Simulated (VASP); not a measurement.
Set up this calculation in VASP 6.6.1, as the native input.

| Property | Result |
| --- | --- |
| Task | relaxation of cell and atoms |
| Functional | LDA |
| Potentials or basis | VASP PAW LDA potentials, release 64 (Ti_sv) |
| Cutoff | 600 eV |
| k mesh | 7 × 7 × 9 |
| Occupations | gaussian, width 0.05 eV |
| Spin | no spin polarisation |
| Dipole correction | no |
| Further INCAR settings | ALGO = Normal; EDIFF = 1e-07; IBRION = 2; EDIFFG = -0.01; NSW = 60; ISIF = 3 |

The structure of Ti lies in POSCAR:

```
Ti
1.0
    4.6000000000      0.0000000000      0.0000000000
   -2.3000000000      3.9837168600      0.0000000000
    0.0000000000      0.0000000000      2.8200000000
Ti
3
Direct
    0.0000000000      0.0000000000      0.0000000000
    0.3333333333      0.6666666667      0.5000000000
    0.6666666667      0.3333333333      0.5000000000
```

This isn't the form of Ti at room conditions, which is hcp.

These files were run (other wordings do the same):

INCAR

```
SYSTEM = Ti
PREC = Accurate ; ENCUT = 600
EDIFF = 1E-7 ; ISMEAR = 0
SIGMA = 0.05 ; LREAL = .FALSE.
LASPH = .TRUE. ; NELM = 80
ALGO = Normal ; ISIF = 3
LWAVE = .FALSE. ; LCHARG = .FALSE.
GGA = CA ; IBRION = 2
NSW = 60 ; EDIFFG = -0.01
```

KPOINTS

```
Automatic mesh
0
G
  7 7 9
  0 0 0
```

Potentials or basis: VASP PAW LDA potentials, release 64 (Ti_sv).

Launch:

```console
$ cat potpaw_LDA.64/Ti_sv/POTCAR > POTCAR
$ mpirun -np 1 vasp_std > vasp.out
```

It gave:

```yaml
Relaxed_volume: 15.83 Å³/atom
Relaxed_cell: a = 4.451 Å, b = 4.451 Å, c = 2.769 Å, α = 90.00°, β = 90.00°, γ = 120.00°
Space_group_after_relaxing_to_0.1_Å: P6/mmm (No. 191)
Energy_gained_by_relaxing: 43.7 meV/atom
Ionic_steps: 8
Pressure_after_relaxing: 0.0 GPa
Band_gap_on_the_k_mesh: zero (bands 18 and 19 overlap by 0.34 eV)
```

Run time: 3.1 min on 1 thread of Intel(R) Xeon(R) 6975P-C (Granite Rapids), with other jobs on the host, peak memory 0.19 GiB.
